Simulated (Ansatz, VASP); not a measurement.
**PbO2 in VASP and in Ansatz**

Contents of INCAR:

```
PREC = Accurate
ENCUT = 520
EDIFF = 1E-6
ISMEAR = -1
SIGMA = 0.05
LREAL = False
LASPH = True
NELM = 60
ALGO = Normal
ISIF = 2
LWAVE = False
LCHARG = False
GGA = PS
NBANDS = 20
```

The input KPOINTS:

```
Automatic mesh
0
Gamma
  12 12 12
```

File POSCAR:

```
PbO2
1.0
    0.0000000000      2.7019920000      2.7019920000
    2.7019920000      0.0000000000      2.7019920000
    2.7019920000      2.7019920000      0.0000000000
Pb O
1 2
Direct
    0.0000000000      0.0000000000      0.0000000000
    0.2500000000      0.2500000000      0.2500000000
    0.7500000000      0.7500000000      0.7500000000
```

Input for Ansatz:

```yaml
crystal:
  lattice:
    - [0.0, 2.701992, 2.701992]
    - [2.701992, 0.0, 2.701992]
    - [2.701992, 2.701992, 0.0]
  atoms:
    - { symbol: Pb, position: [0.0, 0.0, 0.0] }
    - { symbol: O, position: [0.25, 0.25, 0.25] }
    - { symbol: O, position: [0.75, 0.75, 0.75] }
kpoints:
  mp_grid: { grid: [12, 12, 12] }
  band_path:
    path:
      - [0.0, 0.0, 0.0]
      - [0.5, 0.0, 0.5]
      - [0.625, 0.25, 0.625]
      - [0.375, 0.375, 0.75]
      - [0.0, 0.0, 0.0]
      - [0.5, 0.5, 0.5]
      - [0.5, 0.25, 0.75]
      - [0.5, 0.0, 0.5]
    npoints: 14
scf:
  occupations: { method: fermi_dirac, width: 0.05 }
hamiltonian:
  xc: pbesol
  pseudopotentials: { kind: all_electron, lapw: { basis_error: 0.001 } }
output:
  forces: true
  stress: true
  eigenvalues: true
  populations: true
```

Alike in both runs: task single point; functional PBEsol; k mesh 12 × 12 × 12; occupations fermi-dirac, width 0.05 eV; no spin polarisation.

```csv
,VASP,Ansatz
version,VASP 6.6.1,Ansatz 0.2.0
potentials or method,"VASP PAW PBE potentials, release 64 (Pb_d, O), cutoff 520 eV","all-electron LAPW, scalar-relativistic"
```

|  | VASP | Ansatz | Ansatz less VASP |
| --- | --- | --- | --- |
| pressure (GPa) | -5.6 | -5.8 | -0.18 |

VASP's potentials were made for PBE, not for PBEsol. Ansatz ran all-electron here, and VASP with PAW potentials.

Neither program's run includes spin-orbit coupling.
